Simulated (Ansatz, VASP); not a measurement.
## HfC in VASP and in Ansatz

```
Hf C
1.0
     0.00000    2.13836    2.13836
     2.13836    0.00000    2.13836
     2.13836    2.13836    0.00000
Hf C
1 1
Direct
  0.00000 0.00000 0.00000
  0.50000 0.50000 0.50000
```

Change from the starting cell: volume scaled by 0.8, PAW files.

Alike in both runs: task single point; functional PBEsol; k mesh 17 × 17 × 17; occupations fermi-dirac, width 0.08 eV; no spin polarisation.

|  | VASP | Ansatz |
| --- | --- | --- |
| version | VASP 6.6.1 | Ansatz 0.2.0 |
| potentials or method | VASP PAW PBE potentials, release 64 (Hf_pv, C) | PAW with Ansatz's default frozen-core files, scalar-relativistic |
| plane-wave cutoff (eV) | 520 | 420 |
| valence electrons in the cell | 14 | 30 |

Ansatz gave:

```
pressure (GPa) : 85.6
```

Q: Which values does VASP return?

A: Pressure (GPa): 87.9.

VASP's potentials were made for PBE, not for PBEsol. Both programs put the cell under a high pressure, so it lies far from rest at this level. With one functional, cell and mesh, what is left measures potentials, basis and numerics. VASP's potentials hold 14 valence electrons a cell and Ansatz's 30, so a difference there can come from the potentials and not from the codes.

Spin-orbit coupling is off throughout. Noted on VASP's run: the cell as given lies far from equilibrium.
